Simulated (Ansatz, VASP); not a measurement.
GaSb3 in VASP and in Ansatz

```xyz
4
Lattice="0.0000 3.6481 3.6481 3.6481 0.0000 3.6481 3.6481 3.6481 0.0000" Properties=species:S:1:pos:R:3 pbc="T T T"
Ga   -0.1360    0.0000    0.0000
Sb    1.7492    1.8241    1.8241
Sb    5.6673    5.4722    5.4722
Sb    3.6057    3.6481    3.6481
```

Change from the starting cell: mode 4 frozen in at -0.135 Å and mode 7 at -0.136 Å (largest displacements).

Alike in both runs: task single point; functional PBE; dispersion D3(BJ); k mesh 10 × 10 × 10; occupations gaussian, width 0.15 eV; no spin polarisation.

|  | VASP | Ansatz |
| --- | --- | --- |
| version | VASP 6.6.1 | Ansatz 0.2.0 |
| potentials or method | VASP PAW PBE potentials, release 64 (Ga_d, Sb), cutoff 520 eV | scalar-relativistic, plane waves, PAW |
| valence electrons in the cell | 28 | 58 |

```tsv
	VASP	Ansatz	Ansatz less VASP
gap on the k mesh at the Fermi level (eV)	none	none	-
pressure (GPa)	0.9	1.0	+0.06
traceless stress, the component that is largest in VASP (GPa)	-0.84	-0.84	+0.001
rms of the force components (eV/Å)	0.231	0.228	-0.0028
```

Atom by atom the forces differ by 0.003 eV/Å (rms over components). A gap of «none» marks a metal or a gap that the smearing closes. VASP's potentials hold 28 valence electrons a cell and Ansatz's 58, so a difference there can come from the potentials and not from the codes.

Neither program's run includes spin-orbit coupling.
